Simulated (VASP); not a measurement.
# P (P6/mmm) in VASP: notebook, part 2 of 2

VASP 6.6.1. The steps go on from the part before.

### 5 Relaxation of cell and atoms, PBE, target pressure 72 GPa, at which the enthalpy is minimised

This run uses another cell than the first one, of 10.16 Å³/atom, 1.007 times its volume.

INCAR reads:

```
SYSTEM = P
PREC     = Accurate       ! precision mode
ENCUT    = 600            ! plane-wave cutoff, eV
EDIFF    = 1E-6           ! SCF threshold, eV
ISMEAR   = -1             ! smearing method
SIGMA    = 0.08           ! smearing width, eV
LREAL    = .False.        ! projectors in reciprocal space
LASPH    = .True.         ! aspherical terms in the spheres
NELM     = 60             ! most SCF steps
ALGO     = Normal         ! electronic algorithm
ISIF     = 3              ! what is computed and relaxed
LWAVE    = .False.        ! write WAVECAR
LCHARG   = .False.        ! write CHGCAR
GGA      = PE             ! functional
IBRION   = 2              ! ionic algorithm
NSW      = 60             ! ionic steps
EDIFFG   = -0.005         ! ionic threshold
PSTRESS  = 720.0
```

KPOINTS reads:

```
regular mesh
0
Gamma
  19 19 17
  0 0 0
```

POSCAR reads:

```
P
1.0
    2.3197535273      0.0000000000      0.0000000000
   -1.1598767637      2.0089654852      0.0000000000
    0.0000000000      0.0000000000      2.1805683157
P
1
Direct
    0.0000000000      0.0000000000      0.0000000000
```

Potentials or basis: VASP PAW PBE potentials, release 64 (P).

Launch:

```sh
$ cat potpaw_PBE.64/P/POTCAR > POTCAR
$ mpirun -np 1 vasp_std > vasp.out
```

OUTCAR:

```text
SYSTEM = P
   PREC = Accurate
   ENCUT = 600
   EDIFF = 1E-6
   ISMEAR = -1
   LREAL = .False.
   LASPH = .True.
   NELM = 60
   ISIF = 3
   GGA = PE
   IBRION = 2
   NSW = 60
   EDIFFG = -0.005
   PSTRESS = 720.0

 ion  position               nearest neighbor table
   1  0.000  0.000  0.000-

  LATTYP: Found a hexagonal cell.
 ALAT       =     2.3197535273
 C/A-ratio  =     0.9400000000

  Lattice vectors:

 A1 = (   2.3197535273,   0.0000000000,   0.0000000000)
 A2 = (  -1.1598767637,   2.0089654852,   0.0000000000)
 A3 = (   0.0000000000,   0.0000000000,   2.1805683157)

Analysis of symmetry for initial positions (statically):
=====================================================================
 Subroutine PRICEL returns:
 Original cell was already a primitive cell.

 Routine SETGRP: Setting up the symmetry group for a
 hexagonal supercell.

 Subroutine GETGRP returns: Found 24 space group operations
 (whereof 24 operations were pure point group operations)
 out of a pool of 24 trial point group operations.

The static configuration has the point symmetry D_6h.

Analysis of symmetry for dynamics (positions and initial velocities):
=====================================================================
 Subroutine PRICEL returns:
 Original cell was already a primitive cell.

 Routine SETGRP: Setting up the symmetry group for a
 hexagonal supercell.

 Subroutine GETGRP returns: Found 24 space group operations
 (whereof 24 operations were pure point group operations)
 out of a pool of 24 trial point group operations.

The dynamic configuration has the point symmetry D_6h.

 Subroutine INISYM returns: Found 24 space group operations
 (whereof 24 operations are pure point group operations),
 and found     1 'primitive' translations

----------------------------------------------------------------------------------------

                                     Primitive cell

  volume of cell :      10.1621

  direct lattice vectors                    reciprocal lattice vectors
     2.319753527  0.000000000  0.000000000     0.431080280  0.248884316  0.000000000
    -1.159876764  2.008965485  0.000000000     0.000000000  0.497768631  0.000000000
     0.000000000  0.000000000  2.180568316     0.000000000  0.000000000  0.458596043

  length of vectors
     2.319753527  2.319753527  2.180568316     0.497768631  0.497768631  0.458596043

  position of ions in fractional coordinates (direct lattice)
     0.000000000  0.000000000  0.000000000

  ion indices of the primitive-cell ions
   primitive index   ion index
                 1           1

----------------------------------------------------------------------------------------

 KPOINTS: regular mesh

Automatic generation of k-mesh.
 Grid dimensions read from file:
 generate k-points for:   19   19   17

 Generating k-lattice:

  Cartesian coordinates                     Fractional coordinates (reciprocal lattice)
     0.022688436  0.013099175  0.000000000     0.052631579  0.000000000  0.000000000
[... 21 lines left out ...]
  0.263158  0.000000  0.000000      6.000000
[... 16 lines left out ...]
  0.263158  0.105263  0.000000     12.000000
  0.315789  0.105263  0.000000     12.000000
 [... further k-points ...]
   k-points           NKPTS =    360   k-points in BZ     NKDIM =    360   number of bands    NBANDS=      6
   number of dos      NEDOS =    301   number of ions     NIONS =      1
   total plane-waves  NPLWV =   7200
   dimension x,y,z NGX =    20 NGY =   20 NGZ =   18
   dimension x,y,z NGXF=    40 NGYF=   40 NGZF=   36
   ions per type =               1
   NGX,Y,Z   is equivalent  to a cutoff of  14.33, 14.33, 13.72 a.u.
   NGXF,Y,Z  is equivalent  to a cutoff of  28.67, 28.67, 27.45 a.u.
 SYSTEM =  P
   PREC   = accura    normal or accurate (medium, high low for compatibility)
   ISTART =      0    job   : 0-new  1-cont  2-samecut
   ICHARG =      2    charge: 1-file 2-atom 10-const
   ISPIN  =      1    spin polarized calculation?
   LNONCOLLINEAR =      F non collinear calculations
   LSORBIT =      F    spin-orbit coupling
   LASPH  =      T    aspherical Exc in radial PAW
   ENCUT  =  600.0 eV  44.10 Ry    6.64 a.u.   4.63  4.63  4.36*2*pi/ulx,y,z
   NELM   =     60;   NELMIN=  2; NELMDL= -5     # of ELM steps
   EDIFF  = 0.1E-05   stopping-criterion for ELM
   LREAL  =      F    real-space projection
   EDIFFG = -.5E-02   stopping-criterion for IOM
   NSW    =     60    number of steps for IOM
   IBRION =      2    ionic relax: 0-MD 1-quasi-New 2-CG
   NFREE  =      1    steps in history (QN), initial steepest desc. (CG)
   ISIF   =      3    stress and relaxation
   ISYM   =      2    0-nonsym 1-usesym 2-fastsym
   POTIM  = 0.5000    time-step for ionic-motion
   TEBEG  =    0.0;   TEEND  =   0.0 temperature during run
   PSTRESS=  720.0 pullay stress
   NELECT =       5.0000    total number of electrons
   NUPDOWN=      -1.0000    fix difference up-down
   EMIN   =  10.00;   EMAX   =-10.00  energy-range for DOS
   EFERMI =   0.00;   METHOD = LEGACY
   ISMEAR =    -1;   SIGMA  =   0.08  broadening in eV -4-tet -1-fermi 0-gaus
   EFERMI_NEDOS =   21; number of points for ismear=-14 and -15
   IALGO  =     38    algorithm
   IMIX   =      4    mixing-type and parameters
     AMIX     =   0.40;   BMIX     =  1.00
     AMIX_MAG =   1.60;   BMIX_MAG =  1.00
  volume/ion in A,a.u.               =      10.16        68.58
  Fermi-wavevector in a.u.,A,eV,Ry     =   1.292419  2.442319 22.726466  1.670348
  Thomas-Fermi vector in A             =   2.424129
   LORBIT       =      0    0 simple, 1 ext, 2 COOP (PROOUT), +10 PAW based schemes
   GGA     = PE    functional components
   LHFCALC =     F    Hartree Fock is set to
   AEXX    =    0.0000 exact exchange contribution
   IVDW    =     0    specifies the selected vdW correction
   LEPSILON=     F    determine dielectric tensor
   LRPA    =     F    only Hartree local field effects (RPA)
 conjugate gradient relaxation of ions
 non-spin polarized calculation
  energy-cutoff  :      600.00
  volume of cell :       10.16
 maximum number of plane-waves:       357
 NGX is ok and might be reduce to    20
   NGX =  9   NGY =  9   NGZ =  9

--------------------------------------- Ionic step        1  -------------------------------------------

 number of electron       5.0000000 magnetization

 Free energy of the ion-electron system (eV)
  ---------------------------------------------------
  ext. energy  EPLUGINS =         0.00000000
  ---------------------------------------------------
  free energy    TOTEN  =        -4.19099856 eV

  energy without entropy =       -4.18250932  energy(sigma->0) =       -4.18675394

------------------------ aborting loop because EDIFF is reached ----------------------------------------

  FORCE on cell =-STRESS in cart. coord.  units (eV):
  Direction    XX          YY          ZZ          XY          YZ          ZX
  --------------------------------------------------------------------------------------
  -------------------------------------------------------------------------------------
  Total        4.3917480      4.3917480      4.2903950     -0.0000000     -0.0000000      0.0000000
  in kB      692.4110332    692.4110333    676.4315365     -0.0000000     -0.0000000      0.0000000
  external PRESSURE =     -32.9154657 kB  Pullay stress =     720.0000000 kB
[... 172 lines left out ...]
--------------------------------------- Ionic step        6  -------------------------------------------

 number of electron       5.0000000 magnetization

 Free energy of the ion-electron system (eV)
  ---------------------------------------------------
  ext. energy  EPLUGINS =         0.00000000
  ---------------------------------------------------
  free energy    TOTEN  =        -4.14519437 eV

  energy without entropy =       -4.13667319  energy(sigma->0) =       -4.14093378

 E-fermi :  16.0428     XC(G=0): -13.0666

 val. band max:       16.0356014791   @ k =   0.3684   0.1053   0.1765
 cond. band min:      16.0837381791   @ k =   0.4737   0.0526   0.4118
 fundamental gap:      0.0481367000
 Fermi energy:        16.0428148107

 k-point     1 :       0.0000    0.0000    0.0000
  band No.  band energies     occupation
      1      -5.0439      2.00000
      2      22.1237      0.00000
      3      22.9593      0.00000
      4      25.6091      0.00000
      5      25.6091      0.00000
      6      28.2825      0.00000
[... 199 lines left out ...]
 k-point    24 :       0.3158    0.1053    0.0000
  band No.  band energies     occupation
      1      -0.0017      2.00000
      2       8.9478      2.00000
      3      15.8274      1.87321
      4      25.3370      0.00000
      5      27.0713      0.00000
      6      32.3312      0.00000

 [... further k-points ...]

------------------------ aborting loop because EDIFF is reached ----------------------------------------

  FORCE on cell =-STRESS in cart. coord.  units (eV):
  Direction    XX          YY          ZZ          XY          YZ          ZX
  --------------------------------------------------------------------------------------
  -------------------------------------------------------------------------------------
  Total        4.5225920      4.5225920      4.5236950     -0.0000000      0.0000000     -0.0000000
  in kB      720.4468738    720.4468738    720.6225667     -0.0000000      0.0000000     -0.0000000
  external PRESSURE =       0.5054381 kB  Pullay stress =     720.0000000 kB
[... 20 lines left out ...]
  energy  without entropy=       -4.1366731937  energy(sigma->0) =       -4.14093378

  enthalpy is  TOTEN    =         0.3745924335 eV   P V=        4.5197868006

 reached required accuracy - stopping structural energy minimisation
```

It took 28 s on 1 thread of Intel Xeon 6975P-C (Granite Rapids), shared host; peak memory 0.13 GiB.

Results:

```yaml
Free_energy: -4.1452 eV
Relaxed_volume: 10.06 Å³/atom
Relaxed_cell: a = 2.314 Å, b = 2.314 Å, c = 2.170 Å, α = 90.00°, β = 90.00°, γ = 120.00°
Space_group_after_relaxing_to_0.05_Å: P6/mmm (No. 191)
Energy_change_on_relaxing_the_enthalpy_is_what_falls: +45.8 meV/atom
Ionic_steps: 6
Pressure_after_relaxing: 72.1 GPa
```

Step by step:
```tsv
step	energy change (eV)	largest force (eV/Å)	pressure (GPa)	volume (Å³)
1	0.0000	0.0000	68.71	10.16
2	0.1397	0.0000	78.55	9.86
3	0.0456	0.0000	72.03	10.06
4	0.0465	0.0000	72.07	10.06
5	0.0454	0.0000	72.03	10.06
6	0.0458	0.0000	72.05	10.06
```

Final structure:
```
CELL_PARAMETERS angstrom
2.31360 0.00000 0.00000
-1.15680 2.00364 0.00000
0.00000 0.00000 2.16964
ATOMIC_POSITIONS crystal
P 0.00000 0.00000 0.00000
```

Levels at points of the mesh, in eV from the Fermi level:
```
           k point  band 1  band 2  band 3  band 4  band 5  band 6
(0.00, 0.00, 0.00)  -21.09    6.08    6.92    9.57    9.57   12.24
```

Caveat: the cell is relaxed towards a set pressure, so the enthalpy falls and the energy may rise.

### 6 Summary

| task | cell | cutoff (eV) | gap on the mesh (eV) | pressure (GPa) |
| --- | --- | --- | --- | --- |
| single point | a = 2.316, b = 2.316, c = 2.172 Å, angles 90.0, 90.0, 120.0°, 1 atom | 520 | none | 70.9 |
| single point | a = 2.317, b = 2.317, c = 2.172 Å, angles 90.0, 90.0, 120.0°, 1 atom | 520 | none | 70.8 |
| relaxation of cell and atoms | relaxed to 72 GPa from a = 2.316, b = 2.316, c = 2.172 Å, angles 90.0, 90.0, 120.0°, 1 atom | 600 | none | 72.0 |
| relaxation of cell and atoms | relaxed to 72 GPa from a = 2.320, b = 2.320, c = 2.181 Å, angles 90.0, 90.0, 120.0°, 1 atom | 600 | none | 72.1 |

Alike in all rows: level PBE; potentials or basis VASP PAW PBE potentials, release 64 (P); no spin polarisation; k mesh 19 × 19 × 17; smearing fermi-dirac 0.08 eV.

Caveats: the cell is relaxed towards a set pressure, so the enthalpy falls and the energy may rise (some runs).

Total energies depend on the potentials used, so only differences within one code and one set of settings carry meaning.
